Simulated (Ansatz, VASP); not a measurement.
## One calculation of Sb2Au, two programs

```xyz
3
Lattice="0.0000 3.2601 3.2601 3.2601 0.0000 3.2601 3.2601 3.2601 0.0000" Properties=species:S:1:pos:R:3 pbc="T T T"
Sb    1.6300    1.6300    1.6300
Sb    4.8901    4.8901    4.8901
Au    0.0000    0.0000    0.0000
```

Change from the starting cell: volume scaled by 0.94, crystal datasets.

Alike in both runs: task electric field gradients; functional LDA; k mesh 9 × 9 × 9; occupations fermi-dirac, width 0.08 eV; no spin polarisation.

|  | VASP | Ansatz |
| --- | --- | --- |
| version | VASP 6.6.1 | Ansatz 0.2.0 |
| potentials or method | VASP PAW LDA potentials, release 64 (Sb, Au), cutoff 520 eV | all-electron PAW with datasets made for the crystal, scalar-relativistic |

```tsv
	VASP	Ansatz	Ansatz less VASP
pressure (GPa)	10.6	10.3	-0.28
```

LDA's correlation is that of Perdew and Zunger in VASP and of Perdew and Wang (1992) in Ansatz. Ansatz ran all-electron here, and VASP with PAW potentials.

Neither program's run includes spin-orbit coupling.
